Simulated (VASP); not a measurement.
Set up this calculation in VASP 6.6.1, as the native input.

```yaml
Task: relaxation of cell and atoms
Functional: PBE
Potentials_or_basis: VASP PAW PBE potentials, release 64 (Si, Ru_pv, Ir)
Cutoff: 500 eV
k_mesh: 5 × 5 × 3
Occupations: gaussian, width 0.2 eV
Spin: no spin polarisation
Dipole_correction: no
Further_INCAR_settings: ALGO = Normal; EDIFF = 1e-07; IBRION = 2; EDIFFG = -0.08; NSW = 36; ISIF = 3
```

The structure of Si3IrRu lies in POSCAR:

```
Si3IrRu
1.0
    4.0400000000      0.0000000000      0.0000000000
   -2.0200000000      3.4987426300      0.0000000000
    0.0000000000      0.0000000000      4.9200000000
Si Ru Ir
3 1 1
Direct
    0.0000000000      0.0000000000      0.0000000000
    0.6666666700      0.3333333300      0.3520000000
    0.3333333300      0.6666666700      0.6480000000
    0.6666666700      0.3333333300      0.8510000000
    0.3333333300      0.6666666700      0.1490000000
```

These files were run (other wordings do the same):

INCAR

```
ALGO = Normal
EDIFF = 1E-7
EDIFFG = -0.08
ENCUT = 500
GGA = PE
GGA_COMPAT = F
IBRION = 2
ISIF = 3
ISMEAR = 0
LASPH = T
LCHARG = F
LREAL = F
LWAVE = F
NELM = 120
NELMIN = 4
NSW = 36
PREC = Accurate
SIGMA = 0.2
```

KPOINTS

```
k-points
0
Gamma
  5 5 3
```

Potentials or basis: VASP PAW PBE potentials, release 64 (Si, Ru_pv, Ir).

Run with:

```sh
$ cat potpaw_PBE.64/Si/POTCAR potpaw_PBE.64/Ru_pv/POTCAR potpaw_PBE.64/Ir/POTCAR > POTCAR
$ mpirun -np 1 vasp_std > vasp.out
```

Results of the run:

The relaxed volume is 14.54 Å³/atom. The relaxed cell is a = 3.977 Å, b = 3.977 Å, c = 5.306 Å, α = 90.00°, β = 90.00°, γ = 120.00°. The space group after relaxing (to 0.1 Å) is P3m1 (No. 156). The energy gained by relaxing is 77.6 meV/atom. The ionic steps are 13. The pressure after relaxing is 0.2 GPa, the largest force after relaxing is 0.063 eV/Å and the band gap on the k mesh is zero (an odd number of electrons rules out a gap without spin polarisation).

Caveat: the k points lie up to 0.39 Å⁻¹ apart in the final cell, too coarse for converged energies and pressures of a metal; spin-orbit coupling is left out, which moves the levels of the heavy elements; the relaxation stopped at a loose force limit of 0.08 eV/Å, so its end isn't a converged minimum.

Wall time 3.2 min on 1 thread of Intel(R) Xeon(R) Platinum 8559C (Emerald Rapids) (shared host), peak memory 0.2 GiB.
